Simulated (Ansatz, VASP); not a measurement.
**ZrN: VASP beside Ansatz**

Contents of INCAR:

```
SYSTEM = ZrN
PREC     = Accurate       ! precision mode
ENCUT    = 600            ! plane-wave cutoff, eV
EDIFF    = 1E-6           ! SCF threshold, eV
ISMEAR   = -1             ! smearing method
SIGMA    = 0.03           ! smearing width, eV
LREAL    = .False.        ! projectors in reciprocal space
LASPH    = .True.         ! aspherical terms in the spheres
NELM     = 120            ! most SCF steps
ALGO     = Normal         ! electronic algorithm
ISIF     = 2              ! what is computed and relaxed
LWAVE    = .False.        ! write WAVECAR
LCHARG   = .True.         ! write CHGCAR
LELF     = .True.         ! ELF
LVHAR    = .True.       
NBANDS   = 16             ! bands
GGA_COMPAT= .False.
```

KPOINTS

```
Automatic mesh
0
Gamma
  9 9 9
  0 0 0
```

The input POSCAR:

```
ZrN
1.0
    0.0000000000      2.3290301974      2.3290301974
    2.3290301974      0.0000000000      2.3290301974
    2.3290301974      2.3290301974      0.0000000000
Zr N
1 1
Direct
    0.0000000000      0.0000000000      0.0000000000
    0.5000000000      0.5000000000      0.5000000000
```

Input for Ansatz:

```yaml
crystal:
  lattice:
    - [0.0, 2.3290301974, 2.3290301974]
    - [2.3290301974, 0.0, 2.3290301974]
    - [2.3290301974, 2.3290301974, 0.0]
  atoms:
    - { symbol: Zr, position: [0.0, 0.0, 0.0] }
    - { symbol: "N", position: [0.5, 0.5, 0.5] }
kpoints:
  mp_grid: { grid: [9, 9, 9] }
  band_path:
    path:
      - [0.0, 0.0, 0.0]
      - [0.5, 0.0, 0.5]
      - [0.625, 0.25, 0.625]
      - [0.375, 0.375, 0.75]
      - [0.0, 0.0, 0.0]
      - [0.5, 0.5, 0.5]
      - [0.5, 0.25, 0.75]
      - [0.5, 0.0, 0.5]
    npoints: 5
scf:
  occupations: { method: fermi_dirac, width: 0.03 }
hamiltonian:
  xc: lda
  pseudopotentials: { kind: all_electron, lapw: { basis_error: 0.00025 } }
output:
  forces: true
  stress: true
  eigenvalues: true
```

Change from the starting cell: volume scaled by 1.06.

Alike in both runs: task single point; functional LDA; k mesh 9 × 9 × 9; occupations fermi-dirac, width 0.03 eV; no spin polarisation.

|  | VASP | Ansatz |
| --- | --- | --- |
| version | VASP 6.6.1 | Ansatz 0.2.0 |
| potentials or method | VASP PAW LDA potentials, release 64 (Zr_sv, N), cutoff 600 eV | all-electron LAPW, scalar-relativistic |

VASP gave:

- pressure (GPa): -20.0

Estimate Ansatz's values.

pressure (GPa): -20.4.

LDA's correlation is that of Perdew and Zunger in VASP and of Perdew and Wang (1992) in Ansatz. Ansatz ran all-electron here, and VASP with PAW potentials.
